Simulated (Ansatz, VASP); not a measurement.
## NaSrBr3: VASP beside Ansatz

```
Na Sr Br
1.0
     6.07587    0.00000    0.00000
     0.00000    6.07587    0.00000
     0.00000    0.00000    6.07587
Na Sr Br
1 1 3
Direct
  0.00000 0.00000 0.00000
  0.50000 0.50000 0.50000
  0.50000 0.50000 0.00000
  0.50000 0.00000 0.50000
  0.00000 0.50000 0.50000
```

Change from the starting cell: hydrostatic strain +2.5%.

Alike in both runs: task single point; functional PBE; k mesh 4 × 4 × 4; occupations fermi-dirac, width 0.02 eV; no spin polarisation.

|  | VASP | Ansatz |
| --- | --- | --- |
| version | VASP 6.6.1 | Ansatz 0.2.0 |
| potentials or method | VASP PAW PBE potentials, release 64 (Na_pv, Sr_sv, Br) | plane waves, PAW |
| plane-wave cutoff (eV) | 520 | 420 |
| valence electrons in the cell | 38 | 40 |

|  | VASP | Ansatz | Ansatz less VASP |
| --- | --- | --- | --- |
| gap on the k mesh at the Fermi level (eV) | 2.93 | 2.93 | +0.001 |
| pressure (GPa) | -0.8 | -0.8 | -0.05 |

VASP's potentials hold 38 valence electrons a cell and Ansatz's 40, so a difference there can come from the potentials and not from the codes.
